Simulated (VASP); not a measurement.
# SiO2 (P4_2/mnm) in VASP: notebook

SiO2 is run at these levels: LDA; tasks: single point.

Everything below comes from runs of VASP 6.6.1. Logs are shortened: lines on timing, memory, paths and dates and some standing lists are left out, and cuts for length are marked.

**1. The cell of the first run**

The structure is tetragonal, space group P4_2/mnm (No. 136). The conventional cell has a = 4.166 Å, b = 4.166 Å, c = 2.224 Å, α = 90.00°, β = 90.00°, γ = 90.00°. Within 2.1 Å of Si (site symmetry mmm) lie 6 O at 1.60 to 1.80 Å. Within 2.1 Å of O (site symmetry m2m) lie 3 Si at 1.60 to 1.80 Å.

**2. Single point, LDA (6.43 Å³/atom)**

The input, INCAR:

```
PREC = Accurate
ENCUT = 520
EDIFF = 1E-6
ISMEAR = 0
SIGMA = 0.05
LREAL = F
LASPH = T
NELM = 80
ALGO = Normal
ISIF = 2
LWAVE = F
LCHARG = F
NBANDS = 25
```

The input, KPOINTS:

```
Automatic mesh
0
Gamma
  6 6 10
```

The input, POSCAR:

```
SiO2
1.0
    4.1658308036      0.0000000000      0.0000000000
    0.0000000000      4.1658308036      0.0000000000
    0.0000000000      0.0000000000      2.2241370660
Si O
2 4
Direct
    0.5000000000      0.5000000000      0.5000000000
    0.0000000000      0.0000000000      0.0000000000
    0.6944252994      0.6944252994      0.0000000000
    0.1944252994      0.8055747006      0.5000000000
    0.3055747006      0.3055747006      0.0000000000
    0.8055747006      0.1944252994      0.5000000000
```

Potentials or basis: VASP PAW LDA potentials, release 64 (Si, O).

On the command line:

```console
$ cat potpaw_LDA.64/Si/POTCAR potpaw_LDA.64/O/POTCAR > POTCAR
$ mpirun -np 1 vasp_std > vasp.out
```

OUTCAR:

```text
PREC = Accurate
   ENCUT = 520
   EDIFF = 1E-6
   ISMEAR = 0
   LREAL = F
   LASPH = T
   NELM = 80
   ISIF = 2

 ion  position               nearest neighbor table
   1  0.500  0.500  0.500-   3 1.60   5 1.60   3 1.60   5 1.60   4 1.80   6 1.80   2 3.15   2 3.15
                             2 3.15   2 3.15   2 3.15   2 3.15   2 3.15   2 3.15
   2  0.000  0.000  0.000-   4 1.60   6 1.60   4 1.60   6 1.60   5 1.80   3 1.80   1 3.15   1 3.15
                             1 3.15   1 3.15   1 3.15   1 3.15   1 3.15   1 3.15
   3  0.694  0.694  0.000-   1 1.60   1 1.60   2 1.80
   4  0.194  0.806  0.500-   2 1.60   2 1.60   1 1.80
   5  0.306  0.306  0.000-   1 1.60   1 1.60   2 1.80
   6  0.806  0.194  0.500-   2 1.60   2 1.60   1 1.80

  LATTYP: Found a simple tetragonal cell.
 ALAT       =     4.1658308036
 C/A-ratio  =     0.5339000000

  Lattice vectors:

 A1 = (   4.1658308036,   0.0000000000,   0.0000000000)
 A2 = (   0.0000000000,   4.1658308036,   0.0000000000)
 A3 = (   0.0000000000,   0.0000000000,   2.2241370660)

Analysis of symmetry for initial positions (statically):
=====================================================================
 Subroutine PRICEL returns:
 Original cell was already a primitive cell.

 Routine SETGRP: Setting up the symmetry group for a
 simple tetragonal supercell.

 Subroutine GETGRP returns: Found 16 space group operations
 (whereof  8 operations were pure point group operations)
 out of a pool of 16 trial point group operations.

The static configuration has the point symmetry D_2h.
 The point group associated with its full space group is D_4h.

Analysis of symmetry for dynamics (positions and initial velocities):
=====================================================================
 Subroutine PRICEL returns:
 Original cell was already a primitive cell.

 Routine SETGRP: Setting up the symmetry group for a
 simple tetragonal supercell.

 Subroutine GETGRP returns: Found 16 space group operations
 (whereof  8 operations were pure point group operations)
 out of a pool of 16 trial point group operations.

The dynamic configuration has the point symmetry D_2h.
 The point group associated with its full space group is D_4h.

 Subroutine INISYM returns: Found 16 space group operations
 (whereof  8 operations are pure point group operations),
 and found     1 'primitive' translations

----------------------------------------------------------------------------------------

                                     Primitive cell

  volume of cell :      38.5980

  direct lattice vectors                    reciprocal lattice vectors
     4.165830804  0.000000000  0.000000000     0.240048155  0.000000000  0.000000000
     0.000000000  4.165830804  0.000000000     0.000000000  0.240048155  0.000000000
     0.000000000  0.000000000  2.224137066     0.000000000  0.000000000  0.449612578

  length of vectors
     4.165830804  4.165830804  2.224137066     0.240048155  0.240048155  0.449612578

  position of ions in fractional coordinates (direct lattice)
     0.500000000  0.500000000  0.500000000
     0.000000000  0.000000000  0.000000000
     0.694425299  0.694425299  0.000000000
     0.194425299  0.805574701  0.500000000
     0.305574701  0.305574701  0.000000000
     0.805574701  0.194425299  0.500000000

  ion indices of the primitive-cell ions
   primitive index   ion index
                 1           1
                 2           2
                 3           3
                 4           4
                 5           5
                 6           6

----------------------------------------------------------------------------------------

 KPOINTS: Automatic mesh

Automatic generation of k-mesh.
 Grid dimensions read from file:
 generate k-points for:    6    6   10

 Generating k-lattice:

  Cartesian coordinates                     Fractional coordinates (reciprocal lattice)
     0.040008026  0.000000000  0.000000000     0.166666667  0.000000000  0.000000000
     0.000000000  0.040008026  0.000000000     0.000000000  0.166666667  0.000000000
     0.000000000  0.000000000  0.044961258     0.000000000  0.000000000  0.100000000

  Length of vectors
     0.040008026  0.040008026  0.044961258

  Shift w.r.t. Gamma in fractional coordinates (k-lattice)
     0.000000000  0.000000000  0.000000000

 Subroutine IBZKPT returns following result:
 ===========================================

 Found     60 irreducible k-points:

 Following reciprocal coordinates:
            Coordinates               Weight
  0.000000  0.000000  0.000000      1.000000
  0.166667  0.000000  0.000000      4.000000
  0.333333  0.000000  0.000000      4.000000
  0.500000  0.000000  0.000000      2.000000
  0.166667  0.166667  0.000000      4.000000
  0.333333  0.166667  0.000000      8.000000
[... 16 lines left out ...]
  0.333333  0.000000  0.200000      8.000000
  0.500000  0.000000  0.200000      4.000000
 [... further k-points ...]
   k-points           NKPTS =     60   k-points in BZ     NKDIM =     60   number of bands    NBANDS=     25
   number of dos      NEDOS =    301   number of ions     NIONS =      6
   total plane-waves  NPLWV =  18432
   dimension x,y,z NGX =    32 NGY =   32 NGZ =   18
   dimension x,y,z NGXF=    64 NGYF=   64 NGZF=   36
   ions per type =               2   4
   NGX,Y,Z   is equivalent  to a cutoff of  12.77, 12.77, 13.45 a.u.
   NGXF,Y,Z  is equivalent  to a cutoff of  25.54, 25.54, 26.91 a.u.
 SYSTEM =  unknown system
   PREC   = accura    normal or accurate (medium, high low for compatibility)
   ISTART =      0    job   : 0-new  1-cont  2-samecut
   ICHARG =      2    charge: 1-file 2-atom 10-const
   ISPIN  =      1    spin polarized calculation?
   LNONCOLLINEAR =      F non collinear calculations
   LSORBIT =      F    spin-orbit coupling
   LASPH  =      T    aspherical Exc in radial PAW
   ENCUT  =  520.0 eV  38.22 Ry    6.18 a.u.   7.75  7.75  4.14*2*pi/ulx,y,z
   NELM   =     80;   NELMIN=  2; NELMDL= -5     # of ELM steps
   EDIFF  = 0.1E-05   stopping-criterion for ELM
   LREAL  =      F    real-space projection
   EDIFFG = 0.1E-04   stopping-criterion for IOM
   NSW    =      0    number of steps for IOM
   IBRION =     -1    ionic relax: 0-MD 1-quasi-New 2-CG
   NFREE  =      0    steps in history (QN), initial steepest desc. (CG)
   ISIF   =      2    stress and relaxation
   ISYM   =      2    0-nonsym 1-usesym 2-fastsym
   POTIM  = 0.5000    time-step for ionic-motion
   TEBEG  =    0.0;   TEEND  =   0.0 temperature during run
   PSTRESS=    0.0 pullay stress
   NELECT =      32.0000    total number of electrons
   NUPDOWN=      -1.0000    fix difference up-down
   EMIN   =  10.00;   EMAX   =-10.00  energy-range for DOS
   EFERMI =   0.00;   METHOD = LEGACY
   ISMEAR =     0;   SIGMA  =   0.05  broadening in eV -4-tet -1-fermi 0-gaus
   EFERMI_NEDOS =   21; number of points for ismear=-14 and -15
   IALGO  =     38    algorithm
   IMIX   =      4    mixing-type and parameters
     AMIX     =   0.40;   BMIX     =  1.00
     AMIX_MAG =   1.60;   BMIX_MAG =  1.00
  volume/ion in A,a.u.               =       6.43        43.41
  Fermi-wavevector in a.u.,A,eV,Ry     =   1.537930  2.906266 32.180888  2.365229
  Thomas-Fermi vector in A             =   2.644370
   LORBIT       =      0    0 simple, 1 ext, 2 COOP (PROOUT), +10 PAW based schemes
   GGA     = CA    functional components
   LHFCALC =     F    Hartree Fock is set to
   AEXX    =    0.0000 exact exchange contribution
   IVDW    =     0    specifies the selected vdW correction
   LEPSILON=     F    determine dielectric tensor
   LRPA    =     F    only Hartree local field effects (RPA)
 non-spin polarized calculation
 Gauss-broadening in eV      SIGMA  =   0.05
  energy-cutoff  :      520.00
  volume of cell :       38.60
 maximum number of plane-waves:      1064
 NGX is ok and might be reduce to    32
   NGX = 15   NGY = 15   NGZ =  9

 number of electron      31.9999969 magnetization

 Free energy of the ion-electron system (eV)
  ---------------------------------------------------
  ext. energy  EPLUGINS =         0.00000000
  ---------------------------------------------------
  free energy    TOTEN  =       -47.50437099 eV

  energy without entropy =      -47.50437099  energy(sigma->0) =      -47.50437099

 E-fermi :  10.5593     XC(G=0): -13.6533

 val. band max:       10.2580821738   @ k =   0.0000   0.0000   0.0000
 cond. band min:      18.6778793593   @ k =   0.0000   0.0000   0.0000
 fundamental gap:      8.4197971855
 Fermi energy:        10.5592755686

 k-point     1 :       0.0000    0.0000    0.0000
  band No.  band energies     occupation
      1     -14.0609      2.00000
      2      -9.9765      2.00000
      3      -9.8544      2.00000
      4      -9.8544      2.00000
      5      -1.5320      2.00000
      6       1.9958      2.00000
[... 17 lines left out ...]
     24      27.4155      0.00000
     25      27.4379      0.00000

 k-point     2 :       0.1667    0.0000    0.0000
  band No.  band energies     occupation
      1     -13.9078      2.00000
      2     -10.8314      2.00000
      3      -9.7691      2.00000
      4      -9.3007      2.00000
      5      -1.5217      2.00000
      6       1.3138      2.00000
[... 17 lines left out ...]
     24      27.1840      0.00000
     25      27.8426      0.00000

 k-point     3 :       0.3333    0.0000    0.0000
  band No.  band energies     occupation
      1     -13.4581      2.00000
      2     -11.8317      2.00000
      3      -9.5413      2.00000
      4      -9.1147      2.00000
      5      -1.3117      2.00000
      6       0.2140      2.00000
[... 17 lines left out ...]
     24      26.4653      0.00000
     25      27.6210      0.00000

 k-point     4 :       0.5000    0.0000    0.0000
  band No.  band energies     occupation
      1     -12.7448      2.00000
      2     -12.7448      2.00000
      3      -9.2649      2.00000
      4      -9.2649      2.00000
      5      -0.7206      2.00000
      6      -0.7206      2.00000
[... 17 lines left out ...]
     24      25.7740      0.00000
     25      27.7475      0.00000

 k-point     5 :       0.1667    0.1667    0.0000
  band No.  band energies     occupation
      1     -13.7587      2.00000
      2     -11.0749      2.00000
      3      -9.9641      2.00000
      4      -9.1274      2.00000
      5      -1.4333      2.00000
      6       1.6000      2.00000
[... 17 lines left out ...]
     24      27.2194      0.00000
     25      27.4461      0.00000

 k-point     6 :       0.3333    0.1667    0.0000
  band No.  band energies     occupation
      1     -13.3233      2.00000
      2     -11.8129      2.00000
      3      -9.8453      2.00000
      4      -9.1842      2.00000
      5      -1.0492      2.00000
      6       0.6757      2.00000
[... 17 lines left out ...]
     24      26.4191      0.00000
     25      27.6192      0.00000
[... 393 lines left out ...]
 k-point    21 :       0.0000    0.0000    0.2000
  band No.  band energies     occupation
      1     -13.2131      2.00000
      2      -9.4785      2.00000
      3      -9.2630      2.00000
      4      -9.2630      2.00000
      5      -0.9078      2.00000
      6       2.6728      2.00000
[... 17 lines left out ...]
     24      26.6067      0.00000
     25      27.0674      0.00000

 k-point    22 :       0.1667    0.0000    0.2000
  band No.  band energies     occupation
      1     -13.0667      2.00000
      2     -10.1958      2.00000
      3      -9.1897      2.00000
      4      -8.8264      2.00000
      5      -0.8248      2.00000
      6       1.9051      2.00000
[... 17 lines left out ...]
     24      26.5509      0.00000
     25      26.6963      0.00000

 k-point    23 :       0.3333    0.0000    0.2000
  band No.  band energies     occupation
      1     -12.6385      2.00000
      2     -11.1105      2.00000
      3      -8.9966      2.00000
      4      -8.6576      2.00000
      5      -0.5440      2.00000
      6       0.8635      2.00000
[... 17 lines left out ...]
     24      26.3576      0.00000
     25      27.3790      0.00000

 k-point    24 :       0.5000    0.0000    0.2000
  band No.  band energies     occupation
      1     -11.9636      2.00000
      2     -11.9636      2.00000
      3      -8.7700      2.00000
      4      -8.7700      2.00000
      5       0.0138      2.00000
      6       0.0138      2.00000
[... 17 lines left out ...]
     24      26.2823      0.00000
     25      27.6781      0.00000

 [... further k-points ...]
[... 5 lines left out ...]
  --------------------------------------------------------------------------------------
  -------------------------------------------------------------------------------------
  Total       11.8478642     11.8478642     54.9549571     -0.0000000      0.0000000      0.0000000
  in kB      491.7969696    491.7969696   2281.1437493     -0.0000000      0.0000000      0.0000000
  external PRESSURE =    1088.2458962 kB  Pullay stress =       0.0000000 kB

 VOLUME and BASIS-vectors are now :
 -----------------------------------------------------------------------------
  energy-cutoff  :      520.00
  volume of cell :       38.60
      direct lattice vectors                 reciprocal lattice vectors
     4.165830804  0.000000000  0.000000000     0.240048155  0.000000000  0.000000000
     0.000000000  4.165830804  0.000000000     0.000000000  0.240048155  0.000000000
     0.000000000  0.000000000  2.224137066     0.000000000  0.000000000  0.449612578

 POSITION                                       TOTAL-FORCE (eV/Angst)
 -----------------------------------------------------------------------------------
      2.08292      2.08292      1.11207        -0.000000      0.000000     -0.000000
      0.00000      0.00000      0.00000        -0.000000      0.000000     -0.000000
      2.89286      2.89286      0.00000         1.280661      1.280661     -0.000000
      0.80994      3.35589      1.11207         1.280661     -1.280661      0.000000
      1.27297      1.27297      0.00000        -1.280661     -1.280661      0.000000
      3.35589      0.80994      1.11207        -1.280661      1.280661     -0.000000
 -----------------------------------------------------------------------------------
    total drift:                                0.000000      0.000000     -0.000000

  FREE ENERGIE OF THE ION-ELECTRON SYSTEM (eV)
  ---------------------------------------------------
  free  energy   TOTEN  =       -47.5043709870 eV

  energy  without entropy=      -47.5043709870  energy(sigma->0) =      -47.50437099
```

Run time: 52 s. Hardware: 1 thread of Intel Xeon 8259CL, shared host; peak memory 0.16 GiB.

What came out:

* Free energy: -47.5044 eV
* Pressure: 108.8 GPa
* Largest force: 1.811 eV/Å
* Band gap on the k mesh: 8.42 eV

Forces on the atoms (eV/Å):
```
Si   0.000  0.000  0.000
Si   0.000  0.000  0.000
O    1.281  1.281  0.000
O    1.281 -1.281  0.000
O   -1.281 -1.281  0.000
O   -1.281  1.281  0.000
```

Levels at points of the mesh, in eV from the valence-band top:
| k point | band 14 | band 15 | band 16 | band 17 | band 18 | band 19 |
| --- | --- | --- | --- | --- | --- | --- |
| (0.00, 0.00, 0.00) | -1.06 | -0.81 | 0.00 | 8.42 | 10.74 | 11.70 |
| (0.50, 0.00, 0.00) | -1.37 | -1.24 | -1.24 | 9.79 | 9.79 | 12.95 |
| (0.50, 0.50, 0.00) | -1.94 | -1.76 | -1.76 | 10.63 | 10.63 | 11.61 |
| (0.00, 0.00, 0.50) | -3.01 | -2.98 | -2.98 | 11.39 | 11.39 | 13.53 |
| (0.50, 0.00, 0.50) | -2.72 | -1.82 | -1.82 | 10.07 | 10.07 | 10.52 |
| (0.50, 0.50, 0.50) | -2.19 | -1.57 | -1.57 | 8.87 | 8.87 | 11.49 |

Caveat: the cell stands under pressure; forces of over 1 eV/Å act on the atoms, so gaps and moduli don't describe the material at rest.

(Part 1 of 2 ends here.)
